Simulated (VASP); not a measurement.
Here is a VASP 6.6.1 calculation.

POSCAR

```
H
1.0
    5.2028728865      0.0000000000      0.0000000000
   -2.6014364433      4.5058200924      0.0000000000
    0.0000000000      0.0000000000      0.9695505773
H
2
Direct
    0.3333333333      0.6666666667      0.2500000000
    0.6666666667      0.3333333333      0.7500000000
```

File INCAR.step1:

```
SYSTEM = H
ALGO = Normal ; EDIFF = 1E-4
ENCUT = 600 ; GGA = PE
ISMEAR = 0 ; LASPH = .TRUE.
LCHARG = .FALSE. ; LREAL = .FALSE.
LWAVE = .TRUE. ; NELM = 60
PREC = Accurate ; SIGMA = 0.02
```

Contents of INCAR.step2:

```
SYSTEM = H
ALGO = Normal ; EDIFF = 1E-6
EDIFFG = -0.01 ; ENCUT = 600
IBRION = 2 ; ISIF = 3
ISMEAR = 0 ; ISTART = 1
LASPH = .TRUE. ; LCHARG = .FALSE.
LMIXTAU = .TRUE. ; LREAL = .FALSE.
LWAVE = .FALSE. ; METAGGA = R2SCAN
NELM = 60 ; NSW = 100
PREC = Accurate ; SIGMA = 0.02
```

KPOINTS

```
k-points
0
G
  6 6 22
  0 0 0
```

Potentials or basis: VASP PAW PBE potentials, release 64 (H).

Run with:

```console
$ cat potpaw_PBE.64/H/POTCAR > POTCAR
$ cp INCAR.step1 INCAR
$ mpirun -np 1 vasp_std > vasp.out
$ cp INCAR.step2 INCAR
$ mpirun -np 1 vasp_std > vasp.out
```

Task: Predict the band gap on the k mesh.

Result: Zero (bands 1 and 2 overlap by 37.00 eV).

Task: What does it give for the relaxed volume?

Result: 11.44 Å³/atom.

Task: What does it give for the relaxed cell?

Result: a = 5.202 Å, b = 5.202 Å, c = 0.976 Å, α = 90.00°, β = 90.00°, γ = 120.00°.

Task: Predict the space group after relaxing (to 0.1 Å).

Result: P6_3/mmc (No. 194).

Step by step:
```
step  energy change (eV)  largest force (eV/Å)  pressure (GPa)  volume (Å³)
   1              0.0000                0.0000            0.42        22.73
   2             -0.0006                0.0000            0.12        22.83
   3             -0.0006                0.0000           -0.02        22.87
```

Caveat: the PAW data sets were made with another functional, which shifts forces and pressure a little.
